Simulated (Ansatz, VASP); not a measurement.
Se: VASP beside Ansatz

Contents of INCAR:

```
  PREC = Accurate
  ENCUT = 400
  EDIFF = 1E-8
  ISMEAR = -1
  SIGMA = 0.03
  LREAL = F
  LASPH = T
  NELM = 120
  ALGO = Normal
  ISIF = 2
  LWAVE = F
  LCHARG = F
  GGA = PE
  LEFG = T
  NBANDS = 16
  GGA_COMPAT = F
```

File KPOINTS:

```
regular mesh
0
Gamma
  8 8 6
```

Contents of POSCAR:

```
Se
1.0
    4.3551696776      0.0000000000      0.0000000000
   -2.1775848388      3.7716875786      0.0000000000
    0.0000000000      0.0000000000      5.0484390000
Se
3
Direct
    0.2170000000      0.0000000000      0.1666666667
    0.0000000000      0.2170000000      0.8333333333
    0.7830000000      0.7830000000      0.5000000000
```

Input for Ansatz:

```yaml
crystal:
  lattice:
    - [4.3551696776, 0.0, 0.0]
    - [-2.1775848388, 3.7716875786, 0.0]
    - [0.0, 0.0, 5.048439]
  atoms:
    - { symbol: Se, position: [0.217, 0.0, 0.1666666667] }
    - { symbol: Se, position: [0.0, 0.217, 0.8333333333] }
    - { symbol: Se, position: [0.783, 0.783, 0.5] }
kpoints:
  mp_grid: { grid: [8, 8, 6] }
scf:
  occupations: { method: fermi_dirac, width: 0.03 }
hamiltonian:
  xc: pbe
  pseudopotentials: { kind: all_electron, datasets: crystal }
output:
  forces: true
  stress: true
  eigenvalues: true
  efg: { contact_densities: true }
```

Change from the starting cell: zz strain of +2 %, crystal datasets.

Alike in both runs: task electric field gradients; functional PBE; k mesh 8 × 8 × 6; occupations fermi-dirac, width 0.03 eV; no spin polarisation.

|  | VASP | Ansatz |
| --- | --- | --- |
| version | VASP 6.6.1 | Ansatz 0.2.0 |
| potentials or method | VASP PAW PBE potentials, release 64 (Se), cutoff 400 eV | all-electron PAW with datasets made for the crystal, scalar-relativistic |

|  | VASP | Ansatz | Ansatz less VASP |
| --- | --- | --- | --- |
| pressure (GPa) | 3.8 | 3.7 | -0.14 |
| traceless stress, the component that is largest in VASP (GPa) | 0.83 | 0.75 | -0.077 |
| rms of the force components (eV/Å) | 0.514 | 0.489 | -0.0257 |
| size of Vzz on the site where it differs most (V/Å²) | 495.9 | 517.8 | +21.93 |

Atom by atom the forces differ by 0.026 eV/Å (rms over components). Ansatz ran all-electron here, and VASP with PAW potentials.
